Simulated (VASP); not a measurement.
# BeS (I-4m2) in VASP: further runs

The runs below take BeS through single point, with HSE06.

Everything below comes from runs of VASP 6.6.1. Logs are shortened: lines on timing, memory, paths and dates and some standing lists are left out, and cuts for length are marked.

### 1 The cell of the first run

Symmetry: I-4m2, No. 119, tetragonal system. Conventional cell: a = 3.305 Å, b = 3.305 Å, c = 5.014 Å, α = 90.00°, β = 90.00°, γ = 90.00°. Be (site symmetry -4m2) has 4 S at 2.07 Å within 2.7 Å. S (site symmetry -4m2) has 4 Be at 2.07 Å within 2.7 Å.

### 2 Single point, HSE06 (epitaxial xy strain -4.0%)

Input file POSCAR:

```
BeS
1.0
    0.0000000000      2.3369339811      2.5070809919
    2.3369339811      0.0000000000      2.5070809919
    2.3369339811      2.3369339811      0.0000000000
Be S
1 1
Direct
    0.0000000000      0.0000000000      0.0000000000
    0.2500000000      0.2500000000      0.2500000000
```

Input file INCAR.step1:

```
ALGO = Normal
EDIFF = 1E-5
ENCUT = 520
GGA = PE
ISIF = 2
ISMEAR = 0
LASPH = T
LREAL = F
LWAVE = T
NBANDS = 11
NELM = 60
PREC = Accurate
SIGMA = 0.01
```

Input file INCAR.step2:

```
ALGO = Normal
EDIFF = 1E-6
ENCUT = 520
GGA = PE
HFSCREEN = 0.2079
ISIF = 2
ISMEAR = 0
ISTART = 1
LASPH = T
LCHARG = T
LELF = T
LHFCALC = T
LREAL = F
LVHAR = T
LWAVE = F
NBANDS = 11
NELM = 60
PREC = Accurate
PRECFOCK = Normal
SIGMA = 0.01
```

Input file KPOINTS:

```
k-points
0
Gamma
  6 6 6
```

Potentials or basis: VASP PAW PBE potentials, release 64 (Be, S).

Started as:

```sh
cat potpaw_PBE.64/Be/POTCAR potpaw_PBE.64/S/POTCAR > POTCAR
cp INCAR.step1 INCAR
mpirun -np 1 vasp_std > vasp.out
cp INCAR.step2 INCAR
mpirun -np 1 vasp_std > vasp.out
```

OUTCAR:

```text
EDIFF = 1E-6
   ENCUT = 520
   GGA = PE
   HFSCREEN = 0.2079
   ISIF = 2
   ISMEAR = 0
   ISTART = 1
   LASPH = T
   LHFCALC = T
   LREAL = F
   NELM = 60
   PREC = Accurate
   PRECFOCK = Normal

 ion  position               nearest neighbor table
   1  0.000  0.000  0.000-   2 2.07   2 2.07   2 2.07   2 2.07
   2  0.250  0.250  0.250-   1 2.07   1 2.07   1 2.07   1 2.07

  LATTYP: Found a body centered tetragonal cell.
 ALAT       =     3.3049237304
 C/A-ratio  =     1.5171793339

  Lattice vectors:

 A1 = (  -2.3369339811,   0.0000000000,   2.5070809919)
 A2 = (   2.3369339811,   0.0000000000,   2.5070809919)
 A3 = (   0.0000000000,   2.3369339811,  -2.5070809919)

Analysis of symmetry for initial positions (statically):
=====================================================================
 Subroutine PRICEL returns:
 Original cell was already a primitive cell.

 Routine SETGRP: Setting up the symmetry group for a
 body centered tetragonal supercell.

 Subroutine GETGRP returns: Found  8 space group operations
 (whereof  8 operations were pure point group operations)
 out of a pool of 16 trial point group operations.

The static configuration has the point symmetry D_2d.

Analysis of symmetry for dynamics (positions and initial velocities):
=====================================================================
 Subroutine PRICEL returns:
 Original cell was already a primitive cell.

 Routine SETGRP: Setting up the symmetry group for a
 body centered tetragonal supercell.

 Subroutine GETGRP returns: Found  8 space group operations
 (whereof  8 operations were pure point group operations)
 out of a pool of 16 trial point group operations.

The dynamic configuration has the point symmetry D_2d.

 Subroutine INISYM returns: Found  8 space group operations
 (whereof  8 operations are pure point group operations),
 and found     1 'primitive' translations

----------------------------------------------------------------------------------------

                                     Primitive cell

  volume of cell :      27.3836

  direct lattice vectors                    reciprocal lattice vectors
     0.000000000  2.336933981  2.507080992    -0.213955552  0.213955552  0.199435121
     2.336933981  0.000000000  2.507080992     0.213955552 -0.213955552  0.199435121
     2.336933981  2.336933981  0.000000000     0.213955552  0.213955552 -0.199435121

  length of vectors
     3.427348178  3.427348178  3.304923730     0.362392500  0.362392500  0.362392500

  position of ions in fractional coordinates (direct lattice)
     0.000000000  0.000000000  0.000000000
     0.250000000  0.250000000  0.250000000

  ion indices of the primitive-cell ions
   primitive index   ion index
                 1           1
                 2           2

----------------------------------------------------------------------------------------

 KPOINTS: k-points

Automatic generation of k-mesh.
 Grid dimensions read from file:
 generate k-points for:    6    6    6

 Generating k-lattice:

  Cartesian coordinates                     Fractional coordinates (reciprocal lattice)
    -0.035659259  0.035659259  0.033239187     0.166666667  0.000000000  0.000000000
     0.035659259 -0.035659259  0.033239187     0.000000000  0.166666667  0.000000000
     0.035659259  0.035659259 -0.033239187     0.000000000  0.000000000  0.166666667

  Length of vectors
     0.060398750  0.060398750  0.060398750

  Shift w.r.t. Gamma in fractional coordinates (k-lattice)
     0.000000000  0.000000000  0.000000000

 Subroutine IBZKPT returns following result:
 ===========================================

 Found     30 irreducible k-points:

 Following reciprocal coordinates:
            Coordinates               Weight
  0.000000  0.000000  0.000000      1.000000
  0.166667  0.000000  0.000000      8.000000
  0.333333 -0.000000  0.000000      8.000000
  0.500000 -0.000000  0.000000      4.000000
  0.166667  0.166667  0.000000      2.000000
  0.333333  0.166667  0.000000      8.000000
[... 16 lines left out ...]
  0.333333  0.000000  0.333333      4.000000
  0.500000  0.000000  0.333333     16.000000
 [... further k-points ...]
   k-points           NKPTS =     30   k-points in BZ     NKDIM =    216   number of bands    NBANDS=     11
   number of dos      NEDOS =    301   number of ions     NIONS =      2
   total plane-waves  NPLWV =  21952
   dimension x,y,z NGX =    28 NGY =   28 NGZ =   28
   dimension x,y,z NGXF=    56 NGYF=   56 NGZF=   56
   ions per type =               1   1
   NGX,Y,Z   is equivalent  to a cutoff of  13.58, 13.58, 14.08 a.u.
   NGXF,Y,Z  is equivalent  to a cutoff of  27.16, 27.16, 28.17 a.u.
 SYSTEM =  unknown system
   PREC   = accura    normal or accurate (medium, high low for compatibility)
   ISTART =      1    job   : 0-new  1-cont  2-samecut
   ICHARG =      0    charge: 1-file 2-atom 10-const
   ISPIN  =      1    spin polarized calculation?
   LNONCOLLINEAR =      F non collinear calculations
   LSORBIT =      F    spin-orbit coupling
   LASPH  =      T    aspherical Exc in radial PAW
   ENCUT  =  520.0 eV  38.22 Ry    6.18 a.u.   6.37  6.37  6.14*2*pi/ulx,y,z
   NELM   =     60;   NELMIN=  2; NELMDL=  0     # of ELM steps
   EDIFF  = 0.1E-05   stopping-criterion for ELM
   LREAL  =      F    real-space projection
   EDIFFG = 0.1E-04   stopping-criterion for IOM
   NSW    =      0    number of steps for IOM
   IBRION =     -1    ionic relax: 0-MD 1-quasi-New 2-CG
   NFREE  =      0    steps in history (QN), initial steepest desc. (CG)
   ISIF   =      2    stress and relaxation
   ISYM   =      3    0-nonsym 1-usesym 2-fastsym
   POTIM  = 0.5000    time-step for ionic-motion
   TEBEG  =    0.0;   TEEND  =   0.0 temperature during run
   PSTRESS=    0.0 pullay stress
   NELECT =       8.0000    total number of electrons
   NUPDOWN=      -1.0000    fix difference up-down
   EMIN   =  10.00;   EMAX   =-10.00  energy-range for DOS
   EFERMI =   0.00;   METHOD = LEGACY
   ISMEAR =     0;   SIGMA  =   0.01  broadening in eV -4-tet -1-fermi 0-gaus
   EFERMI_NEDOS =   21; number of points for ismear=-14 and -15
   IALGO  =     38    algorithm
   IMIX   =      1    mixing-type and parameters
     AMIX     =   0.40;   BMIX     =  1.00
     AMIX_MAG =   1.60;   BMIX_MAG =  1.00
  volume/ion in A,a.u.               =      13.69        92.40
  Fermi-wavevector in a.u.,A,eV,Ry     =   1.086278  2.052768 16.054880  1.180000
  Thomas-Fermi vector in A             =   2.222411
   LORBIT       =      0    0 simple, 1 ext, 2 COOP (PROOUT), +10 PAW based schemes
   GGA     = PE    functional components
   LHFCALC =     T    Hartree Fock is set to
   PRECFOCK=normal    Normal, Fast or Accurate (Low or Medium for compatibility)
   ENCUT4O =  -1.0   cutoff for four orbital integrals eV
   NKREDX  =     1    reduce k-point grid by
   NKREDY  =     1    reduce k-point grid by
   NKREDZ  =     1    reduce k-point grid by
   AEXX    =    0.2500 exact exchange contribution
   HFSCREEN=    0.2079 screening length (either q_TF or 0.3 A-1)
   HFSCREENC=   0.2079 screening length for correlation (either q_TF or 0.3 A-1)
   ENCUTFOCK=  -1.0 apply spherical cutoff to Coloumb kernel
   IVDW    =     0    specifies the selected vdW correction
   LEPSILON=     F    determine dielectric tensor
   LRPA    =     F    only Hartree local field effects (RPA)
 non-spin polarized calculation
 Gauss-broadening in eV      SIGMA  =   0.01
  energy-cutoff  :      520.00
  volume of cell :       27.38
 maximum number of plane-waves:       752
 NGX is ok and might be reduce to    28
  NGX = 20; NGY = 20; NGZ = 20

 number of electron       8.0000001 magnetization

 Free energy of the ion-electron system (eV)
  ---------------------------------------------------
  ext. energy  EPLUGINS =         0.00000000
  ---------------------------------------------------
  free energy    TOTEN  =       -11.34033381 eV

  energy without entropy =      -11.34033381  energy(sigma->0) =      -11.34033381

 E-fermi :   4.1849     XC(G=0):  -8.2240

 val. band max:        4.1137875246   @ k =   0.0000   0.0000   0.0000
 cond. band min:       7.7253468380   @ k =   0.5000   0.0000   0.5000
 fundamental gap:      3.6115593134
 Fermi energy:         4.1849401804

 k-point     1 :       0.0000    0.0000    0.0000
  band No.  band energies     occupation
      1     -11.4284      2.00000
      2       3.6529      2.00000
      3       4.1138      2.00000
      4       4.1138      2.00000
      5      10.8155      0.00000
      6      10.8155      0.00000
      7      10.8957      0.00000
      8      11.3572      0.00000
      9      17.3549      0.00000
     10      19.1827      0.00000
     11      20.5847      0.00000

 k-point     2 :       0.1667    0.0000    0.0000
  band No.  band energies     occupation
      1     -11.0656      2.00000
      2       1.8371      2.00000
      3       3.3780      2.00000
      4       3.8146      2.00000
      5      10.7037      0.00000
      6      11.4805      0.00000
      7      11.5259      0.00000
      8      13.4444      0.00000
      9      16.6920      0.00000
     10      17.8552      0.00000
     11      20.1686      0.00000

 k-point     3 :       0.3333   -0.0000    0.0000
  band No.  band energies     occupation
      1     -10.1496      2.00000
      2      -1.2390      2.00000
      3       2.6844      2.00000
      4       3.3478      2.00000
      5      10.4662      0.00000
      6      11.8738      0.00000
      7      12.1438      0.00000
      8      16.0600      0.00000
      9      18.1323      0.00000
     10      18.1472      0.00000
     11      20.1000      0.00000
[... 267 lines left out ...]
 k-point    23 :       0.3333    0.0000    0.3333
  band No.  band energies     occupation
      1      -9.6354      2.00000
      2      -0.2601      2.00000
      3       1.2307      2.00000
      4       1.3907      2.00000
      5       8.6283      0.00000
      6      10.5287      0.00000
      7      15.2057      0.00000
      8      16.7790      0.00000
      9      18.9984      0.00000
     10      20.5122      0.00000
     11      24.0318      0.00000

 k-point    24 :       0.5000    0.0000    0.3333
  band No.  band energies     occupation
      1      -8.9729      2.00000
      2      -1.3157      2.00000
      3       0.2685      2.00000
      4       1.1105      2.00000
      5       8.7844      0.00000
      6      11.0736      0.00000
      7      15.7033      0.00000
      8      17.2636      0.00000
      9      19.9823      0.00000
     10      21.2548      0.00000
     11      22.9324      0.00000

 [... further k-points ...]

------------------------ aborting loop because EDIFF is reached ----------------------------------------

  FORCE on cell =-STRESS in cart. coord.  units (eV):
  Direction    XX          YY          ZZ          XY          YZ          ZX
  --------------------------------------------------------------------------------------
  -------------------------------------------------------------------------------------
  Total        1.2228692      1.2228692     -0.2122311      0.0000000      0.0000000      0.0000000
  in kB       71.5483048     71.5483048    -12.4173340      0.0000000      0.0000000      0.0000000
  external PRESSURE =      43.5597585 kB  Pullay stress =       0.0000000 kB

 VOLUME and BASIS-vectors are now :
 -----------------------------------------------------------------------------
  energy-cutoff  :      520.00
  volume of cell :       27.38
      direct lattice vectors                 reciprocal lattice vectors
     0.000000000  2.336933981  2.507080992    -0.213955552  0.213955552  0.199435121
     2.336933981  0.000000000  2.507080992     0.213955552 -0.213955552  0.199435121
     2.336933981  2.336933981  0.000000000     0.213955552  0.213955552 -0.199435121

 POSITION                                       TOTAL-FORCE (eV/Angst)
 -----------------------------------------------------------------------------------
      0.00000      0.00000      0.00000        -0.000000     -0.000000     -0.000000
      1.16847      1.16847      1.25354         0.000000      0.000000      0.000000
 -----------------------------------------------------------------------------------
    total drift:                                0.000000     -0.000000     -0.000000

  FREE ENERGIE OF THE ION-ELECTRON SYSTEM (eV)
  ---------------------------------------------------
  free  energy   TOTEN  =       -11.3403338144 eV

  energy  without entropy=      -11.3403338144  energy(sigma->0) =      -11.34033381
```

Wall time 19 min (1 thread of Intel Xeon 8259CL, shared host); peak memory 0.26 GiB.

Results:

```
Free energy            : -11.3403 eV
Pressure               : 4.4 GPa
Band gap on the k mesh : 3.61 eV (least direct gap 6.70 eV)
```

Levels at points of the mesh, in eV from the valence-band top:
| k point | band 1 | band 2 | band 3 | band 4 | band 5 | band 6 | band 7 | band 8 |
| --- | --- | --- | --- | --- | --- | --- | --- | --- |
| (0.00, 0.00, 0.00) | -15.54 | -0.46 | 0.00 | 0.00 | 6.70 | 6.70 | 6.78 | 7.24 |
| (0.50, 0.00, 0.00) | -13.63 | -6.80 | -1.71 | -0.96 | 6.19 | 7.69 | 7.98 | 12.63 |
| (0.50, 0.50, 0.00) | -13.25 | -6.26 | -2.75 | -2.75 | 4.23 | 6.22 | 14.69 | 14.69 |
| (0.50, 0.00, 0.50) | -12.85 | -5.75 | -3.45 | -3.29 | 3.61 | 5.56 | 14.21 | 14.61 |

Caveat: the cell differs from its parent crystal (epitaxial xy strain -4.0%); the cell stands under pressure; the PAW data sets were made with another functional, which shifts forces and pressure a little. A k mesh can miss the band edges.

(Part 1 of 2 ends here.)
